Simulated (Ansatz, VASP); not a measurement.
**One calculation of Te, two programs**

```
CELL_PARAMETERS angstrom
6.13307 0.00000 0.00000
0.00000 6.13307 0.00000
0.00000 0.00000 6.13307
ATOMIC_POSITIONS crystal
Te 0.00000 0.00000 0.00000
Te 0.50000 0.50000 0.50000
Te 0.25000 0.00000 0.50000
Te 0.75000 0.00000 0.50000
Te 0.50000 0.25000 0.00000
Te 0.50000 0.75000 0.00000
Te 0.00000 0.50000 0.25000
Te 0.00000 0.50000 0.75000
```

Alike in both runs: task relaxation of cell and atoms; functional RPBE; k mesh 4 × 4 × 4; occupations fermi-dirac, width 0.1 eV; no spin polarisation.

|  | VASP | Ansatz |
| --- | --- | --- |
| version | VASP 6.6.1 | Ansatz 0.2.0 |
| potentials or method | VASP PAW PBE potentials, release 64 (Te), cutoff 600 eV | plane waves (420 eV) with PAW, scalar-relativistic |
| valence electrons in the cell | 48 | 128 |

```tsv
	VASP	Ansatz	Ansatz less VASP
relaxed volume (Å³/atom)	29.98	30.02	+0.040
relaxed cell length with the largest relative difference (Å)	6.213	6.216	+0.0028
```

VASP's potentials were made for PBE, not for RPBE. VASP's potentials hold 48 valence electrons a cell and Ansatz's 128, so a difference there can come from the potentials and not from the codes.

Spin-orbit coupling is off throughout. Noted on VASP's run: too few bands were computed for a metal, which touches its energy and stress.
